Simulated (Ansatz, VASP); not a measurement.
## SnSe2: VASP beside Ansatz

```xyz
3
Lattice="3.7065 0.0000 0.0000 -1.8533 3.2100 0.0000 0.0000 0.0000 5.9678" Properties=species:S:1:pos:R:3 pbc="T T T"
Sn    0.0000    0.0000    0.0000
Se    0.0000    2.1400    1.4860
Se    1.8533    1.0700    4.4818
```

Alike in both runs: task single point; functional PBEsol; k mesh 12 × 12 × 4; no spin polarisation.

|  | VASP | Ansatz |
| --- | --- | --- |
| version | VASP 6.6.1 | Ansatz 0.2.0 |
| potentials or method | VASP PAW PBE potentials, release 64 (Sn_d, Se), cutoff 520 eV | plane waves, PAW |
| occupations | gaussian, width 0.01 eV | fixed |
| valence electrons in the cell | 26 | 46 |

|  | VASP | Ansatz | Ansatz less VASP |
| --- | --- | --- | --- |
| pressure (GPa) | 10.4 | 10.2 | -0.21 |
| traceless stress, the component that is largest in VASP (GPa) | 1.10 | 1.09 | -0.002 |

VASP's potentials were made for PBE, not for PBEsol. VASP's potentials hold 26 valence electrons a cell and Ansatz's 46, so a difference there can come from the potentials and not from the codes.
